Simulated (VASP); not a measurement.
A run of VASP 6.6.1 is set up as follows.

Contents of INCAR:

```
PREC = Accurate ; ENCUT = 500
EDIFF = 1E-6 ; ISMEAR = -1
SIGMA = 0.05 ; LREAL = False
LASPH = True ; NELM = 120
ALGO = Normal ; ISIF = 2
LWAVE = False ; LCHARG = True
GGA = PS ; LELF = True
LVHAR = True ; NBANDS = 30
GGA_COMPAT = False
```

The input KPOINTS:

```
regular mesh
0
Gamma
  5 5 5
```

Contents of POSCAR:

```
CsSnI3
1.0
    6.2467985487      0.0000000000      0.0000000000
    0.0000000000      6.2467985487      0.0000000000
    0.0000000000      0.0000000000      6.2467985487
Cs I Sn
1 3 1
Direct
    0.0000000000      0.0000000000      0.0000000000
    0.5000000000      0.5000000000      0.0000000000
    0.5000000000      0.0000000000      0.5000000000
    0.0000000000      0.5000000000      0.5000000000
    0.5000000000      0.5000000000      0.5000000000
```

Potentials or basis: VASP PAW PBE potentials, release 64 (Cs_sv, I, Sn_d).

Launch:

```console
$ cat potpaw_PBE.64/Cs_sv/POTCAR potpaw_PBE.64/I/POTCAR potpaw_PBE.64/Sn_d/POTCAR > POTCAR
$ mpirun -np 1 vasp_std > vasp.out
```

**Question.** What does it give for the pressure?

**Answer.** -1.0 GPa.

**Question.** What does it give for the band gap on the k mesh?

**Answer.** 1.74 eV, direct.

Caveat: the PAW data sets were made with another functional, which shifts forces and pressure a little; spin-orbit coupling is left out, which moves the levels of the heavy elements. A k mesh can miss the band edges.
